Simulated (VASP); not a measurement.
Input of a VASP 6.6.1 run:

The input INCAR:

```
PREC = Accurate ; ENCUT = 520
EDIFF = 1E-7 ; ISMEAR = 0
SIGMA = 0.15 ; LREAL = F
LASPH = T ; NELM = 80
ALGO = Fast ; ISIF = 2
LWAVE = F ; LCHARG = T
GGA = PS ; LELF = T
LVHAR = T ; NBANDS = 17
```

File KPOINTS:

```
Automatic mesh
0
Gamma
  18 18 10
```

File POSCAR:

```
Pt
1.0
    2.7606656158      0.0000000000      0.0000000000
   -1.3803328079      2.3908065546      0.0000000000
    0.0000000000      0.0000000000      5.1755047200
Pt
2
Direct
    0.6666666667      0.3333333333      0.7500000000
    0.3333333333      0.6666666667      0.2500000000
```

Potentials or basis: VASP PAW PBE potentials, release 64 (Pt).

Run with:

```sh
$ cat potpaw_PBE.64/Pt/POTCAR > POTCAR
$ mpirun -np 1 vasp_std > vasp.out
```

Task: Predict the band gap on the k mesh.

Result: Zero (band 10 reaches 9.48 eV, above the bottom of band 11 at 8.21 eV).

Task: Predict the pressure.

Result: -21.9 GPa.

Stress tensor (GPa, compression positive):
```
-19.52   0.00   0.00
  0.00 -19.52   0.00
  0.00   0.00 -26.63
```

Caveat: the cell differs from its parent crystal (strain +0.000 along x and y, +0.080 along z); the PAW data sets were made with another functional, which shifts forces and pressure a little; spin-orbit coupling is left out, which moves the levels of the heavy elements.
